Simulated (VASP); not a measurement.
# Be (Fm-3m) in VASP: further runs

Be is run at these levels: PBE; tasks: single point, relaxation of cell and atoms.

Program: VASP 6.6.1. These are calculated values, not measurements. Logs are shortened: lines on timing, memory, paths and dates and some standing lists are left out, and cuts for length are marked.

**1. The cell of the first run**

It takes space group Fm-3m (No. 225, cubic). Conventional cell: a = 2.910 Å, b = 2.910 Å, c = 2.910 Å, α = 90.00°, β = 90.00°, γ = 90.00°. Be (site symmetry m-3m) has 12 Be at 2.06 Å within 2.7 Å.

This isn't the form of Be at room conditions, which is hcp.

**2. Single point, PBE**

Input file INCAR:

```
PREC = Accurate ; ENCUT = 600
EDIFF = 1E-6 ; ISMEAR = -1
SIGMA = 0.1 ; LREAL = False
LASPH = True ; NELM = 120
ALGO = Normal ; ISIF = 2
LWAVE = False ; LCHARG = False
GGA = PE ; NBANDS = 7
GGA_COMPAT = False
```

Input file KPOINTS:

```
regular mesh
0
Gamma
  23 23 23
```

Input file POSCAR:

```
Be
1.0
    0.0000000000      1.4550015868      1.4550015868
    1.4550015868      0.0000000000      1.4550015868
    1.4550015868      1.4550015868      0.0000000000
Be
1
Direct
    0.0000000000      0.0000000000      0.0000000000
```

Potentials or basis: VASP PAW PBE potentials, release 64 (Be).

Launch:

```
> cat potpaw_PBE.64/Be/POTCAR > POTCAR
> mpirun -np 1 vasp_std > vasp.out
```

OUTCAR:

```text
PREC = Accurate
   ENCUT = 600
   EDIFF = 1E-6
   ISMEAR = -1
   LREAL = False
   LASPH = True
   NELM = 120
   ISIF = 2
   GGA = PE

 ion  position               nearest neighbor table
   1  0.000  0.000  0.000-

  LATTYP: Found a face centered cubic cell.
 ALAT       =     2.9100031736

  Lattice vectors:

 A1 = (   0.0000000000,   1.4550015868,   1.4550015868)
 A2 = (   1.4550015868,   0.0000000000,   1.4550015868)
 A3 = (   1.4550015868,   1.4550015868,   0.0000000000)

Analysis of symmetry for initial positions (statically):
=====================================================================
 Subroutine PRICEL returns:
 Original cell was already a primitive cell.

 Routine SETGRP: Setting up the symmetry group for a
 face centered cubic supercell.

 Subroutine GETGRP returns: Found 48 space group operations
 (whereof 48 operations were pure point group operations)
 out of a pool of 48 trial point group operations.

The static configuration has the point symmetry O_h .

Analysis of symmetry for dynamics (positions and initial velocities):
=====================================================================
 Subroutine PRICEL returns:
 Original cell was already a primitive cell.

 Routine SETGRP: Setting up the symmetry group for a
 face centered cubic supercell.

 Subroutine GETGRP returns: Found 48 space group operations
 (whereof 48 operations were pure point group operations)
 out of a pool of 48 trial point group operations.

The dynamic configuration has the point symmetry O_h .

 Subroutine INISYM returns: Found 48 space group operations
 (whereof 48 operations are pure point group operations),
 and found     1 'primitive' translations

----------------------------------------------------------------------------------------

                                     Primitive cell

  volume of cell :       6.1606

  direct lattice vectors                    reciprocal lattice vectors
     0.000000000  1.455001587  1.455001587    -0.343642237  0.343642237  0.343642237
     1.455001587  0.000000000  1.455001587     0.343642237 -0.343642237  0.343642237
     1.455001587  1.455001587  0.000000000     0.343642237  0.343642237 -0.343642237

  length of vectors
     2.057682977  2.057682977  2.057682977     0.595205814  0.595205814  0.595205814

[... 75 lines left out ...]
   LASPH  =      T    aspherical Exc in radial PAW
   ENCUT  =  600.0 eV  44.10 Ry    6.64 a.u.   4.11  4.11  4.11*2*pi/ulx,y,z
   NELM   =    120;   NELMIN=  2; NELMDL= -5     # of ELM steps
   EDIFF  = 0.1E-05   stopping-criterion for ELM
   LREAL  =      F    real-space projection
   EDIFFG = 0.1E-04   stopping-criterion for IOM
   NSW    =      0    number of steps for IOM
   IBRION =     -1    ionic relax: 0-MD 1-quasi-New 2-CG
   NFREE  =      0    steps in history (QN), initial steepest desc. (CG)
   ISIF   =      2    stress and relaxation
   ISYM   =      2    0-nonsym 1-usesym 2-fastsym
   POTIM  = 0.5000    time-step for ionic-motion
   TEBEG  =    0.0;   TEEND  =   0.0 temperature during run
   PSTRESS=    0.0 pullay stress
   NELECT =       2.0000    total number of electrons
   NUPDOWN=      -1.0000    fix difference up-down
   EMIN   =  10.00;   EMAX   =-10.00  energy-range for DOS
   EFERMI =   0.00;   METHOD = LEGACY
   ISMEAR =    -1;   SIGMA  =   0.10  broadening in eV -4-tet -1-fermi 0-gaus
   EFERMI_NEDOS =   21; number of points for ismear=-14 and -15
   IALGO  =     38    algorithm
   IMIX   =      4    mixing-type and parameters
     AMIX     =   0.40;   BMIX     =  1.00
     AMIX_MAG =   1.60;   BMIX_MAG =  1.00
  volume/ion in A,a.u.               =       6.16        41.57
  Fermi-wavevector in a.u.,A,eV,Ry     =   1.125152  2.126230 17.224540  1.265968
  Thomas-Fermi vector in A             =   2.261828
   LORBIT       =      0    0 simple, 1 ext, 2 COOP (PROOUT), +10 PAW based schemes
   GGA     = PE    functional components
   LHFCALC =     F    Hartree Fock is set to
   AEXX    =    0.0000 exact exchange contribution
   IVDW    =     0    specifies the selected vdW correction
   LEPSILON=     F    determine dielectric tensor
   LRPA    =     F    only Hartree local field effects (RPA)
 non-spin polarized calculation
  energy-cutoff  :      600.00
  volume of cell :        6.16
 maximum number of plane-waves:       214
   NGX =  9   NGY =  9   NGZ =  9

 number of electron       2.0000000 magnetization

 Free energy of the ion-electron system (eV)
  ---------------------------------------------------
  ext. energy  EPLUGINS =         0.00000000
  ---------------------------------------------------
  free energy    TOTEN  =        -3.48473721 eV

  energy without entropy =       -3.48335354  energy(sigma->0) =       -3.48404537

 E-fermi :   9.8470     XC(G=0): -11.4606

 val. band max:        9.8043992993   @ k =  -0.3478   0.3478   0.0000
 cond. band min:       9.8775528477   @ k =  -0.3478   0.3913   0.0435
 fundamental gap:      0.0731535484
 Fermi energy:         9.8469844187

 k-point     1 :       0.0000    0.0000    0.0000
  band No.  band energies     occupation
      1      -3.4889      2.00000
      2      33.4684      0.00000
      3      33.4684      0.00000
      4      33.4684      0.00000
      5      43.8457      0.00000
      6      43.8457      0.00000
      7      43.8457      0.00000
[... 221 lines left out ...]
 k-point    24 :      -0.4783    0.0435    0.0000
  band No.  band energies     occupation
      1       3.5018      2.00000
      2      10.7043      0.00038
      3      29.4829      0.00000
      4      29.6189      0.00000
      5      38.7152      0.00000
      6      40.8282      0.00000
      7      44.5543      0.00000

 [... further k-points ...]

------------------------ aborting loop because EDIFF is reached ----------------------------------------

  FORCE on cell =-STRESS in cart. coord.  units (eV):
  Direction    XX          YY          ZZ          XY          YZ          ZX
  --------------------------------------------------------------------------------------
  -------------------------------------------------------------------------------------
  Total        1.7415005      1.7415005      1.7415005      0.0000000      0.0000000      0.0000000
  in kB      452.9119651    452.9119651    452.9119651      0.0000000      0.0000000      0.0000000
  external PRESSURE =     452.9119651 kB  Pullay stress =       0.0000000 kB

 VOLUME and BASIS-vectors are now :
 -----------------------------------------------------------------------------
  energy-cutoff  :      600.00
  volume of cell :        6.16
      direct lattice vectors                 reciprocal lattice vectors
     0.000000000  1.455001587  1.455001587    -0.343642237  0.343642237  0.343642237
     1.455001587  0.000000000  1.455001587     0.343642237 -0.343642237  0.343642237
     1.455001587  1.455001587  0.000000000     0.343642237  0.343642237 -0.343642237

 POSITION                                       TOTAL-FORCE (eV/Angst)
 -----------------------------------------------------------------------------------
      0.00000      0.00000      0.00000         0.000000      0.000000      0.000000
 -----------------------------------------------------------------------------------
    total drift:                                0.000000     -0.000000      0.000000

  FREE ENERGIE OF THE ION-ELECTRON SYSTEM (eV)
  ---------------------------------------------------
  free  energy   TOTEN  =        -3.4847372093 eV

  energy  without entropy=       -3.4833535379  energy(sigma->0) =       -3.48404537
```

stdout:

```text
POSCAR found type information on POSCAR Be
 POSCAR found :  1 types and       1 ions
 scaLAPACK will be used
 LDA part: xc-table for (Slater+PW92), standard interpolation
 POSCAR, INCAR and KPOINTS ok, starting setup
 FFT: planning ... GRIDC
 FFT: planning ... GRID_SOFT
 FFT: planning ... GRID
 WAVECAR not read
 entering main loop
```

Wall time 7.6 s (1 thread of Intel Xeon Platinum 8259CL at 2.50GHz (Skylake/Cascade Lake), shared host); peak memory 0.12 GiB.

What came out:

```yaml
Free_energy: -3.4847 eV
Pressure: 45.3 GPa
Band_gap_on_the_k_mesh: zero (bands 1 and 2 overlap by 0.77 eV)
```

Caveat: the cell stands under pressure.

**3. Single point, PBE**

This run uses another cell than the first one, of 6.56 Å³/atom.

Input file INCAR:

```
SYSTEM = Be
  ALGO = Normal
  EDIFF = 1E-6
  ENCUT = 600
  GGA = PE
  GGA_COMPAT = .False.
  ISIF = 2
  ISMEAR = -1
  LASPH = .True.
  LCHARG = .False.
  LREAL = .False.
  LWAVE = .False.
  NBANDS = 7
  NELM = 120
  PREC = Accurate
  SIGMA = 0.1
```

Input file KPOINTS:

```
k-points
0
Gamma
  23 23 23
  0 0 0
```

Input file POSCAR:

```
Be
1.0
    0.0000000000      1.4860111075      1.4860111075
    1.4860111075      0.0000000000      1.4860111075
    1.4860111075      1.4860111075      0.0000000000
Be
1
Direct
    0.0000000000      0.0000000000      0.0000000000
```

Potentials or basis: VASP PAW PBE potentials, release 64 (Be).

Launch:

```
> cat potpaw_PBE.64/Be/POTCAR > POTCAR
> mpirun -np 1 vasp_std > vasp.out
```

Run time: 16 s. Hardware: 1 thread of Intel Xeon Platinum 8259CL at 2.50GHz (Skylake/Cascade Lake), shared host; peak memory 0.12 GiB.

It converged, with:

* Free energy: -3.5788 eV
* Pressure: 30.3 GPa
* Band gap on the k mesh: zero (bands 1 and 2 overlap by 0.74 eV)

Levels at points of the mesh, in eV from the Fermi level:
```
           k point  band 1  band 2  band 3  band 4  band 5
(0.00, 0.00, 0.00)  -12.97   22.46   22.46   22.46   32.64
```

Caveat: the cell stands under pressure.

**4. Single point, PBE**

This run uses another cell than the first one, of 7.10 Å³/atom.

Input file INCAR:

```
SYSTEM = Be
  PREC = Accurate
  ENCUT = 600
  EDIFF = 1E-6
  ISMEAR = -1
  SIGMA = 0.1
  LREAL = .False.
  LASPH = .True.
  NELM = 120
  ALGO = Normal
  ISIF = 2
  LWAVE = .False.
  LCHARG = .False.
  GGA = PE
  NBANDS = 7
  GGA_COMPAT = .False.
```

Input file KPOINTS:

```
Automatic mesh
0
Gamma
  23 23 23
  0 0 0
```

Input file POSCAR:

```
Be
1.0
    0.0000000000      1.5251613007      1.5251613007
    1.5251613007      0.0000000000      1.5251613007
    1.5251613007      1.5251613007      0.0000000000
Be
1
Direct
    0.0000000000      0.0000000000      0.0000000000
```

Launch:

```
> cat potpaw_PBE.64/Be/POTCAR > POTCAR
> mpirun -np 1 vasp_std > vasp.out
```

It took 13 s on 1 thread of Intel Xeon Platinum 8259CL at 2.50GHz (Skylake/Cascade Lake), shared host; peak memory 0.13 GiB.

It converged, with:

```yaml
Free_energy: -3.6531 eV
Pressure: 15.2 GPa
Band_gap_on_the_k_mesh: zero (bands 1 and 2 overlap by 0.70 eV)
```

Levels at points of the mesh, in eV from the Fermi level:
```tsv
k point	band 1	band 2	band 3	band 4	band 5
(0.00, 0.00, 0.00)	-12.51	21.10	21.10	21.10	31.07
```

Caveat: the cell stands under pressure.

**5. Single point, PBE**

This run uses another cell than the first one, of 7.88 Å³/atom.

Input file INCAR:

```
SYSTEM = Be
PREC = Accurate
ENCUT = 600
EDIFF = 1E-6
ISMEAR = -1
SIGMA = 0.1
LREAL = .False.
LASPH = .True.
NELM = 120
ALGO = Normal
ISIF = 2
LWAVE = .False.
LCHARG = .False.
GGA = PE
NBANDS = 7
GGA_COMPAT = .False.
```

Input file KPOINTS:

```
regular mesh
0
Gamma
  23 23 23
  0 0 0
```

Input file POSCAR:

```
Be
1.0
    0.0000000000      1.5792552421      1.5792552421
    1.5792552421      0.0000000000      1.5792552421
    1.5792552421      1.5792552421      0.0000000000
Be
1
Direct
    0.0000000000      0.0000000000      0.0000000000
```

Launch:

```
> cat potpaw_PBE.64/Be/POTCAR > POTCAR
> mpirun -np 1 vasp_std > vasp.out
```

Wall time 11 s (1 thread of Intel Xeon Platinum 8259CL at 2.50GHz (Skylake/Cascade Lake), shared host); peak memory 0.13 GiB.

Results (log left out):

* Free energy: -3.6877 eV
* Pressure: 0.1 GPa
* Band gap on the k mesh: zero (bands 1 and 2 overlap by 0.65 eV)

Levels at points of the mesh, in eV from the Fermi level:
| k point | band 1 | band 2 | band 3 | band 4 | band 5 | band 6 |
| --- | --- | --- | --- | --- | --- | --- |
| (0.00, 0.00, 0.00) | -11.83 | 19.47 | 19.47 | 19.47 | 29.14 | 29.14 |

**6. Relaxation of cell and atoms, PBE**

This run uses another cell than the first one, of 8.12 Å³/atom.

Input file INCAR:

```
ALGO = Normal ; EDIFF = 1E-7
EDIFFG = -0.03 ; ENCUT = 600
GGA = PE ; GGA_COMPAT = F
IBRION = 2 ; ISIF = 3
ISMEAR = -1 ; LASPH = T
LCHARG = F ; LREAL = F
LWAVE = F ; NELM = 120
NELMIN = 4 ; NSW = 50
PREC = Accurate ; SIGMA = 0.1
```

Input file KPOINTS:

```
k-points
0
Gamma
  23 23 23
```

Input file POSCAR:

```
Be
1.0
    0.0000000000      1.5950000000      1.5950000000
    1.5950000000      0.0000000000      1.5950000000
    1.5950000000      1.5950000000      0.0000000000
Be
1
Direct
    0.0000000000      0.0000000000      0.0000000000
```

Potentials or basis: VASP PAW PBE potentials, release 64 (Be).

Launch:

```
> cat potpaw_PBE.64/Be/POTCAR > POTCAR
> mpirun -np 1 vasp_std > vasp.out
```

It took 16 s on 1 thread of Intel Xeon Platinum 8259CL at 2.50GHz (Skylake/Cascade Lake), shared host; peak memory 0.13 GiB.

Results (log left out):

```
Free energy                           : -3.6877 eV
Relaxed volume                        : 7.92 Å³/atom
Relaxed cell                          : a = 2.238 Å, b = 2.238 Å, c = 2.238 Å, α = 60.00°, β = 60.00°, γ = 60.00°
Space group after relaxing (to 0.1 Å) : Fm-3m (No. 225)
Energy gained by relaxing             : 2.3 meV/atom
Ionic steps                           : 2
Pressure after relaxing               : -0.6 GPa
Band gap on the k mesh                : zero (bands 1 and 2 overlap by 0.65 eV)
```

Step by step:
| step | energy change (eV) | largest force (eV/Å) | pressure (GPa) | volume (Å³) |
| --- | --- | --- | --- | --- |
| 1 | 0.0000 | 0.0000 | -3.23 | 8.12 |
| 2 | -0.0023 | 0.0000 | -0.56 | 7.92 |

Final structure:
```cif
data_structure
_symmetry_space_group_name_H-M 'P 1'
_symmetry_Int_Tables_number 1
_cell_length_a 2.2379
_cell_length_b 2.2379
_cell_length_c 2.2379
_cell_angle_alpha 60.000
_cell_angle_beta 60.000
_cell_angle_gamma 60.000
_cell_volume 7.92
loop_
_atom_site_label
_atom_site_type_symbol
_atom_site_fract_x
_atom_site_fract_y
_atom_site_fract_z
_atom_site_occupancy
Be1 Be 0.00000 0.00000 0.00000 1
```

Levels at points of the mesh, in eV from the Fermi level:
| k point | band 1 | band 2 | band 3 | band 4 | band 5 |
| --- | --- | --- | --- | --- | --- |
| (0.00, 0.00, 0.00) | -11.79 | 19.38 | 19.38 | 19.38 | 29.04 |

**7. Overview**

| task | cell | gap on the mesh (eV) | pressure (GPa) |
| --- | --- | --- | --- |
| single point | a = 2.058 Å, angles 60.0°, 1 atom | none | 45.3 |
| single point | a = 2.102 Å, angles 60.0°, 1 atom | none | 30.3 |
| single point | a = 2.157 Å, angles 60.0°, 1 atom | none | 15.2 |
| single point | a = 2.233 Å, angles 60.0°, 1 atom | none | 0.1 |
| relaxation of cell and atoms | relaxed from a = 2.256 Å, angles 60.0°, 1 atom | none | -0.6 |

Alike in all rows: level PBE; potentials or basis VASP PAW PBE potentials, release 64 (Be); no spin polarisation; k mesh 23 × 23 × 23; cutoff (eV) 600; smearing fermi-dirac 0.1 eV.

Caveats: the cell stands under pressure (at least some runs).

Total energies depend on the potentials used, so only differences within one code and one set of settings carry meaning.

The gap in the log of VASP goes by the Fermi energy; the results here count the filled bands.